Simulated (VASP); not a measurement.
# Ni (Fm-3m) in VASP: notebook

Runs on Ni. Level: r2SCAN. Tasks: single point.

Everything below comes from runs of VASP 6.6.1. Logs are shortened: lines on timing, memory, paths and dates and some standing lists are left out, and cuts for length are marked.

### 1 The cell of the first run

The structure is cubic, space group Fm-3m (No. 225). The conventional cell has a = 3.521 Å, b = 3.521 Å, c = 3.521 Å, α = 90.00°, β = 90.00°, γ = 90.00°. Ni (site symmetry m-3m) has 12 Ni at 2.49 Å within 3.3 Å.

### 2 Single point, r2SCAN, collinear spin, ferromagnetic start

Input file POSCAR:

```
Ni
1.0
    0.0000000000      1.7603666700      1.7603666700
    1.7603666700      0.0000000000      1.7603666700
    1.7603666700      1.7603666700      0.0000000000
Ni
1
Direct
    0.0000000000      0.0000000000      0.0000000000
```

Input file INCAR.step1:

```
ALGO     = Normal         # electronic algorithm
EDIFF    = 1E-4           # SCF threshold, eV
ENCUT    = 520            # plane-wave cutoff, eV
GGA      = PE             # functional
ISMEAR   = -1             # smearing method
ISPIN    = 2              # spin polarisation
LASPH    = True           # aspherical terms in the spheres
LCHARG   = False          # write CHGCAR
LMAXMIX  = 4              # l up to which the mixer works
LREAL    = False          # projectors in reciprocal space
LWAVE    = True           # write WAVECAR
MAGMOM   = 1.85           # initial moments
NBANDS   = 15             # bands
NELM     = 150            # most SCF steps
NUPDOWN  = 1.85           # fixed moment
PREC     = Accurate       # precision mode
SIGMA    = 0.1            # smearing width, eV
```

Input file INCAR.step2:

```
ALGO     = Normal         # electronic algorithm
EDIFF    = 1E-6           # SCF threshold, eV
ENCUT    = 520            # plane-wave cutoff, eV
ISIF     = 2              # what is computed and relaxed
ISMEAR   = -1             # smearing method
ISPIN    = 2              # spin polarisation
ISTART   = 1            
LASPH    = True           # aspherical terms in the spheres
LCHARG   = True           # write CHGCAR
LELF     = True           # ELF
LMAXMIX  = 4              # l up to which the mixer works
LMIXTAU  = True         
LORBIT   = 11             # projections on sites
LREAL    = False          # projectors in reciprocal space
LVHAR    = True         
LWAVE    = False          # write WAVECAR
MAGMOM   = 1.85           # initial moments
METAGGA  = R2SCAN         # meta-GGA
NBANDS   = 15             # bands
NELM     = 150            # most SCF steps
NUPDOWN  = 1.85           # fixed moment
PREC     = Accurate       # precision mode
SIGMA    = 0.1            # smearing width, eV
```

Input file KPOINTS:

```
k-points
0
Gamma
  14 14 14
```

Potentials or basis: VASP PAW PBE potentials, release 64 (Ni).

Run with:

```
$ cat potpaw_PBE.64/Ni/POTCAR > POTCAR
$ cp INCAR.step1 INCAR
$ mpirun -np 1 vasp_std > vasp.out
$ cp INCAR.step2 INCAR
$ mpirun -np 1 vasp_std > vasp.out
```

OUTCAR:

```text
EDIFF = 1E-6
   ENCUT = 520
   ISIF = 2
   ISMEAR = -1
   ISPIN = 2
   ISTART = 1
   LASPH = True
   LORBIT = 11
   LREAL = False
   METAGGA = R2SCAN
   NELM = 150
   NUPDOWN = 1.85
   PREC = Accurate

 ion  position               nearest neighbor table
   1  0.000  0.000  0.000-

  LATTYP: Found a face centered cubic cell.
 ALAT       =     3.5207333400

  Lattice vectors:

 A1 = (   0.0000000000,   1.7603666700,   1.7603666700)
 A2 = (   1.7603666700,   0.0000000000,   1.7603666700)
 A3 = (   1.7603666700,   1.7603666700,   0.0000000000)

Analysis of symmetry for initial positions (statically):
=====================================================================
 Subroutine PRICEL returns:
 Original cell was already a primitive cell.

 Routine SETGRP: Setting up the symmetry group for a
 face centered cubic supercell.

 Subroutine GETGRP returns: Found 48 space group operations
 (whereof 48 operations were pure point group operations)
 out of a pool of 48 trial point group operations.

The static configuration has the point symmetry O_h .

Analysis of symmetry for dynamics (positions and initial velocities):
=====================================================================
 Subroutine PRICEL returns:
 Original cell was already a primitive cell.

 Routine SETGRP: Setting up the symmetry group for a
 face centered cubic supercell.

 Subroutine GETGRP returns: Found 48 space group operations
 (whereof 48 operations were pure point group operations)
 out of a pool of 48 trial point group operations.

The dynamic configuration has the point symmetry O_h .

Analysis of structural, dynamic, and magnetic symmetry:
=====================================================================
 Subroutine PRICEL returns:
 Original cell was already a primitive cell.

 Routine SETGRP: Setting up the symmetry group for a
 face centered cubic supercell.

 Subroutine GETGRP returns: Found 48 space group operations
 (whereof 48 operations were pure point group operations)
 out of a pool of 48 trial point group operations.

The overall configuration has the point symmetry O_h .

 Subroutine INISYM returns: Found 48 space group operations
 (whereof 48 operations are pure point group operations),
 and found     1 'primitive' translations

----------------------------------------------------------------------------------------

                                     Primitive cell

  volume of cell :      10.9104

  direct lattice vectors                    reciprocal lattice vectors
     0.000000000  1.760366670  1.760366670    -0.284031735  0.284031735  0.284031735
     1.760366670  0.000000000  1.760366670     0.284031735 -0.284031735  0.284031735
     1.760366670  1.760366670  0.000000000     0.284031735  0.284031735 -0.284031735

  length of vectors
     2.489534419  2.489534419  2.489534419     0.491957396  0.491957396  0.491957396

  position of ions in fractional coordinates (direct lattice)
     0.000000000  0.000000000  0.000000000
[... 117 lines left out ...]
  ext. energy  EPLUGINS =         0.00000000
  ---------------------------------------------------
  free energy    TOTEN  =       -10.72861591 eV

  energy without entropy =      -10.69512843  energy(sigma->0) =      -10.71187217

 E-fermi :   8.4495     XC(G=0): -14.5417

 val. band max:       13.4196231003   @ k =  -0.3571   0.3571   0.1429
 cond. band min:       8.4668802600   @ k =   0.5000   0.3571   0.0000
 fundamental gap:     -4.9527428402
 Fermi energy:        13.4976743780

 spin component 1

 k-point     1 :       0.0000    0.0000    0.0000
  band No.  band energies     occupation
      1      -0.7320      1.00000
      2       5.0204      1.00000
      3       5.0204      1.00000
      4       5.0204      1.00000
      5       6.3265      1.00000
      6       6.3266      1.00000
      7      33.3207      0.00000
      8      37.6184      0.00000
      9      37.6184      0.00000
     10      37.6188      0.00000
     11      39.9262      0.00000
     12      39.9262      0.00000
     13      39.9262      0.00000
     14      43.6647      0.00000
[... 403 lines left out ...]
      4       5.5279      1.00000
      5       6.2665      1.00000
      6       6.6012      1.00000
      7      24.5527      0.00000
      8      30.5017      0.00000
      9      31.0944      0.00000
     10      33.9518      0.00000
     11      39.4206      0.00000
     12      43.4681      0.00000
     13      45.5764      0.00000
     14      47.1991      0.00000
     15      48.7282      0.00000

 [... further k-points ...]

 spin component 2

 k-point     1 :       0.0000    0.0000    0.0000
  band No.  band energies     occupation
      1       0.0752      1.00000
      2       7.5641      0.99986
      3       7.5641      0.99986
      4       7.5641      0.99986
      5       8.0380      0.98393
      6       8.0381      0.98392
      7      34.1512      0.00000
      8      38.3875      0.00000
      9      38.3878      0.00000
     10      38.3878      0.00000
     11      41.0737      0.00000
     12      41.0737      0.00000
     13      41.0737      0.00000
     14      44.7271      0.00000
[... 403 lines left out ...]
      4       7.8223      0.99812
      5       8.5035      0.36816
      6       8.6429      0.12627
      7      25.6832      0.00000
      8      31.4804      0.00000
      9      32.1015      0.00000
     10      34.9712      0.00000
     11      40.4174      0.00000
     12      44.4208      0.00000
     13      46.5332      0.00000
     14      48.7398      0.00000
     15      53.2754      0.00000

 [... further k-points ...]
[... 5 lines left out ...]
  --------------------------------------------------------------------------------------
  -------------------------------------------------------------------------------------
  Total        0.9815078      0.9815078      0.9815078     -0.0000000     -0.0000000      0.0000000
  in kB      144.1334994    144.1334994    144.1334994     -0.0000000     -0.0000000      0.0000000
  external PRESSURE =     144.1334994 kB  Pullay stress =       0.0000000 kB

 VOLUME and BASIS-vectors are now :
 -----------------------------------------------------------------------------
  energy-cutoff  :      520.00
  volume of cell :       10.91
      direct lattice vectors                 reciprocal lattice vectors
     0.000000000  1.760366670  1.760366670    -0.284031735  0.284031735  0.284031735
     1.760366670  0.000000000  1.760366670     0.284031735 -0.284031735  0.284031735
     1.760366670  1.760366670  0.000000000     0.284031735  0.284031735 -0.284031735

 POSITION                                       TOTAL-FORCE (eV/Angst)
 -----------------------------------------------------------------------------------
      0.00000      0.00000      0.00000        -0.000000      0.000000      0.000000
 -----------------------------------------------------------------------------------
    total drift:                                0.000000      0.000000      0.000000

  FREE ENERGIE OF THE ION-ELECTRON SYSTEM (eV)
  ---------------------------------------------------
  free  energy   TOTEN  =       -10.7286159095 eV

  energy  without entropy=      -10.6951284321  energy(sigma->0) =      -10.71187217

 total charge

# of ion       s       p       d       tot
------------------------------------------
    1        0.549   0.668   8.066   9.283

 magnetization (x)

# of ion       s       p       d       tot
------------------------------------------
    1        0.051   0.190   1.523   1.764
```

OUTCAR.step1:

```text
EDIFF = 1E-4
   ENCUT = 520
   GGA = PE
   ISMEAR = -1
   ISPIN = 2
   LASPH = True
[... 1100 lines left out ...]
 POSITION                                       TOTAL-FORCE (eV/Angst)
 -----------------------------------------------------------------------------------
      0.00000      0.00000      0.00000         0.000000      0.000000      0.000000
 -----------------------------------------------------------------------------------
    total drift:                                0.000000      0.000000      0.000000

  FREE ENERGIE OF THE ION-ELECTRON SYSTEM (eV)
  ---------------------------------------------------
  free  energy   TOTEN  =        -4.1655516187 eV

  energy  without entropy=       -4.1204284196  energy(sigma->0) =       -4.14299002
```

It took 81 s on 1 thread of Intel Xeon 6975P-C (Granite Rapids), shared host; peak memory 0.15 GiB.

What came out:

| Item | Value |
| --- | --- |
| Free energy | -10.7286 eV |
| Pressure | 14.4 GPa |
| Net moment | 1.85 μB per cell |
| Site moments | Ni +1.76 μB |
| Valence electrons inside the program's atomic spheres | Ni 9.28 |

Caveat: the cell stands under pressure; the PAW data sets were made with another functional, which shifts forces and pressure a little; the total moment is fixed, so each spin has its own Fermi level and the state may be an excited one.

### 3 Single point, r2SCAN, collinear spin, ferromagnetic start

POSCAR is that of step 2.

Input file INCAR.step1:

```
ALGO = Normal ; EDIFF = 1E-4
ENCUT = 520 ; GGA = PE
ISMEAR = -1 ; ISPIN = 2
LASPH = True ; LCHARG = False
LMAXMIX = 4 ; LREAL = False
LWAVE = True ; MAGMOM = 0.2
NBANDS = 15 ; NELM = 150
PREC = Accurate ; SIGMA = 0.1
```

Input file INCAR.step2:

```
ALGO = Normal ; EDIFF = 1E-6
ENCUT = 520 ; ISIF = 2
ISMEAR = -1 ; ISPIN = 2
ISTART = 1 ; LASPH = True
LCHARG = False ; LMAXMIX = 4
LMIXTAU = True ; LORBIT = 11
LREAL = False ; LWAVE = False
MAGMOM = 0.2 ; METAGGA = R2SCAN
NBANDS = 15 ; NELM = 150
PREC = Accurate ; SIGMA = 0.1
```

KPOINTS is that of step 2.

Potentials or basis: VASP PAW PBE potentials, release 64 (Ni).

Run with:

```
$ cat potpaw_PBE.64/Ni/POTCAR > POTCAR
$ cp INCAR.step1 INCAR
$ mpirun -np 1 vasp_std > vasp.out
$ cp INCAR.step2 INCAR
$ mpirun -np 1 vasp_std > vasp.out
```

OUTCAR:

```text
EDIFF = 1E-6
   ENCUT = 520
   ISIF = 2
   ISMEAR = -1
   ISPIN = 2
   ISTART = 1
   LASPH = True
   LORBIT = 11
   LREAL = False
   METAGGA = R2SCAN
   NELM = 150
   PREC = Accurate

 ion  position               nearest neighbor table
   1  0.000  0.000  0.000-

  LATTYP: Found a face centered cubic cell.
 ALAT       =     3.5207333400

  Lattice vectors:

 A1 = (   0.0000000000,   1.7603666700,   1.7603666700)
 A2 = (   1.7603666700,   0.0000000000,   1.7603666700)
 A3 = (   1.7603666700,   1.7603666700,   0.0000000000)

Analysis of symmetry for initial positions (statically):
=====================================================================
 Subroutine PRICEL returns:
 Original cell was already a primitive cell.

 Routine SETGRP: Setting up the symmetry group for a
 face centered cubic supercell.

 Subroutine GETGRP returns: Found 48 space group operations
 (whereof 48 operations were pure point group operations)
 out of a pool of 48 trial point group operations.

The static configuration has the point symmetry O_h .

Analysis of symmetry for dynamics (positions and initial velocities):
=====================================================================
[... 622 lines left out ...]
      7      33.5260      0.00000
      8      38.0327      0.00000
      9      38.0328      0.00000
     10      38.0328      0.00000
     11      40.8364      0.00000
     12      40.8364      0.00000
     13      40.8364      0.00000
     14      44.0667      0.00000
[... 403 lines left out ...]
      4       8.0577      0.99999
      5       8.6795      0.99737
      6       8.9169      0.97249
      7      25.4037      0.00000
      8      31.2137      0.00000
      9      31.6496      0.00000
     10      34.6506      0.00000
     11      40.1602      0.00000
     12      44.0131      0.00000
     13      46.1408      0.00000
     14      48.3676      0.00000
     15      53.0203      0.00000

 [... further k-points ...]
[... 5 lines left out ...]
  --------------------------------------------------------------------------------------
  -------------------------------------------------------------------------------------
  Total       -0.4250859     -0.4250859     -0.4250859      0.0000000      0.0000000      0.0000000
  in kB      -62.4234645    -62.4234645    -62.4234645      0.0000000      0.0000000      0.0000000
  external PRESSURE =     -62.4234645 kB  Pullay stress =       0.0000000 kB

 VOLUME and BASIS-vectors are now :
 -----------------------------------------------------------------------------
  energy-cutoff  :      520.00
  volume of cell :       10.91
      direct lattice vectors                 reciprocal lattice vectors
     0.000000000  1.760366670  1.760366670    -0.284031735  0.284031735  0.284031735
     1.760366670  0.000000000  1.760366670     0.284031735 -0.284031735  0.284031735
     1.760366670  1.760366670  0.000000000     0.284031735  0.284031735 -0.284031735

 POSITION                                       TOTAL-FORCE (eV/Angst)
 -----------------------------------------------------------------------------------
      0.00000      0.00000      0.00000        -0.000000      0.000000      0.000000
 -----------------------------------------------------------------------------------
    total drift:                                0.000000      0.000000      0.000000

  FREE ENERGIE OF THE ION-ELECTRON SYSTEM (eV)
  ---------------------------------------------------
  free  energy   TOTEN  =       -11.9566107020 eV

  energy  without entropy=      -11.9140576713  energy(sigma->0) =      -11.93533419

 total charge

# of ion       s       p       d       tot
------------------------------------------
    1        0.513   0.516   8.311   9.340

 magnetization (x)

# of ion       s       p       d       tot
------------------------------------------
    1       -0.010  -0.043   0.817   0.764
```

OSZICAR.step1:

```text
N       E                     dE             d eps       ncg     rms          rms(c)
DAV:   1     0.327381732445E+02    0.32738E+02   -0.42464E+03  6653   0.864E+02
DAV:   2    -0.508327647004E+01   -0.37821E+02   -0.35170E+02  7066   0.161E+02
DAV:   3    -0.650438640723E+01   -0.14211E+01   -0.14016E+01  7556   0.306E+01
DAV:   4    -0.651319586082E+01   -0.88095E-02   -0.88079E-02  7691   0.230E+00
DAV:   5    -0.651329969579E+01   -0.10383E-03   -0.10383E-03  7741   0.226E-01    0.972E+00
DAV:   6    -0.583472917392E+01    0.67857E+00   -0.13829E+01  8998   0.402E+01    0.600E+00
DAV:   7    -0.550294836271E+01    0.33178E+00   -0.25196E+00  8307   0.153E+01    0.204E+00
DAV:   8    -0.549942683363E+01    0.35215E-02   -0.60699E-02  7886   0.173E+00    0.732E-01
DAV:   9    -0.549727034461E+01    0.21565E-02   -0.58562E-03  9480   0.470E-01    0.288E-01
DAV:  10    -0.549717441579E+01    0.95929E-04   -0.14740E-04  6524   0.926E-02
   1 F= -.54971744E+01 E0= -.54690196E+01  d E =-.563096E-01  mag=     0.5908
```

Wall time 58 s (1 thread of Intel Xeon 6975P-C (Granite Rapids), shared host); peak memory 0.15 GiB.

What came out:

```yaml
Free_energy: -11.9566 eV
Pressure: -6.2 GPa
Net_moment: 0.74 μB per cell
Site_moments: Ni +0.76 μB
Valence_electrons_inside_the_program's_atomic_spheres: Ni 9.34
```

Levels at points of the mesh, in eV from the Fermi level:
Spin up:
```
           k point  band 3  band 4  band 5  band 6  band 7  band 8
(0.00, 0.00, 0.00)   -2.93   -2.93   -1.65   -1.65   24.52   28.65
(0.50, 0.00, 0.00)   -2.86   -1.06   -1.06   -0.39    5.62   22.97
(0.50, 0.50, 0.00)   -0.99   -0.99   -0.95    2.49    9.33   15.39
```
Spin down:
| k point | band 2 | band 3 | band 4 | band 5 | band 6 | band 7 |
| --- | --- | --- | --- | --- | --- | --- |
| (0.00, 0.00, 0.00) | -1.58 | -1.58 | -1.58 | -0.88 | -0.88 | 24.25 |
| (0.50, 0.00, 0.00) | -1.92 | -1.92 | -0.62 | 0.20 | 0.20 | 6.33 |
| (0.50, 0.50, 0.00) | -3.64 | -0.13 | 0.56 | 0.56 | 2.23 | 9.68 |

Caveat: the cell stands under tension; the PAW data sets were made with another functional, which shifts forces and pressure a little.
